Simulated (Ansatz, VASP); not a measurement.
## Two plane-wave programs on CO2

File INCAR:

```
SYSTEM = CO2
PREC = Accurate
ENCUT = 600
EDIFF = 1E-6
ISMEAR = 0
SIGMA = 0.1
LREAL = .False.
LASPH = .True.
NELM = 60
ALGO = Normal
ISIF = 3
LWAVE = .False.
LCHARG = .False.
GGA = PE
IVDW = 12
IBRION = 2
NSW = 100
EDIFFG = -0.05
```

Contents of KPOINTS:

```
Automatic mesh
0
Gamma
  4 4 4
  0 0 0
```

POSCAR

```
CO2
1.0
    5.6300000000      0.0000000000      0.0000000000
    0.0000000000      5.6300000000      0.0000000000
    0.0000000000      0.0000000000      5.6300000000
C O
4 8
Direct
    0.0000000000      0.0000000000      0.0000000000
    0.5000000000      0.0000000000      0.5000000000
    0.5000000000      0.5000000000      0.0000000000
    0.0000000000      0.5000000000      0.5000000000
    0.1080000000      0.1080000000      0.1080000000
    0.3920000000      0.8920000000      0.6080000000
    0.6080000000      0.3920000000      0.8920000000
    0.8920000000      0.6080000000      0.3920000000
    0.8920000000      0.8920000000      0.8920000000
    0.6080000000      0.1080000000      0.3920000000
    0.3920000000      0.6080000000      0.1080000000
    0.1080000000      0.3920000000      0.6080000000
```

Input for Ansatz:

```yaml
crystal:
  lattice:
    - [5.63, 0.0, 0.0]
    - [0.0, 5.63, 0.0]
    - [0.0, 0.0, 5.63]
  atoms:
    - { symbol: C, position: [0.0, 0.0, 0.0] }
    - { symbol: C, position: [0.5, 0.0, 0.5] }
    - { symbol: C, position: [0.5, 0.5, 0.0] }
    - { symbol: C, position: [0.0, 0.5, 0.5] }
    - { symbol: O, position: [0.108, 0.108, 0.108] }
    - { symbol: O, position: [0.392, 0.892, 0.608] }
    - { symbol: O, position: [0.608, 0.392, 0.892] }
    - { symbol: O, position: [0.892, 0.608, 0.392] }
    - { symbol: O, position: [0.892, 0.892, 0.892] }
    - { symbol: O, position: [0.608, 0.108, 0.392] }
    - { symbol: O, position: [0.392, 0.608, 0.108] }
    - { symbol: O, position: [0.108, 0.392, 0.608] }
basis:
  ecutwfc: 420
kpoints:
  mp_grid: { grid: [4, 4, 4] }
hamiltonian:
  xc: pbe
  dispersion: d3bj
scf:
  occupations: { method: gaussian, width: 0.1 }
output:
  forces: true
  stress: true
  eigenvalues: true
relax:
  adjacent_minimum: "off"
  f_tol: 0.05
  max_steps: 80
  cell: { stress_tol: 0.5 }
```

Alike in both runs: task relaxation of cell and atoms; functional PBE; dispersion D3(BJ); k mesh 4 × 4 × 4; occupations gaussian, width 0.1 eV; no spin polarisation.

```csv
,VASP,Ansatz
version,VASP 6.6.1,Ansatz 0.2.0
potentials or method,"VASP PAW PBE potentials, release 64 (C, O), cutoff 600 eV","scalar-relativistic, plane waves, PAW"
valence electrons in the cell,64,64
```

|  | VASP | Ansatz | Ansatz less VASP |
| --- | --- | --- | --- |
| gap on the k mesh at the Fermi level, each at its own relaxed structure (eV) | 6.70 | 6.76 | +0.057 |
| relaxed volume (Å³/atom) | 15.02 | 15.20 | +0.178 |
| relaxed length of the cell vector where the two differ most in proportion (Å) | 5.649 | 5.671 | +0.0222 |

Noted on VASP's run: the standard files for N, O and F lose accuracy on very short bonds.
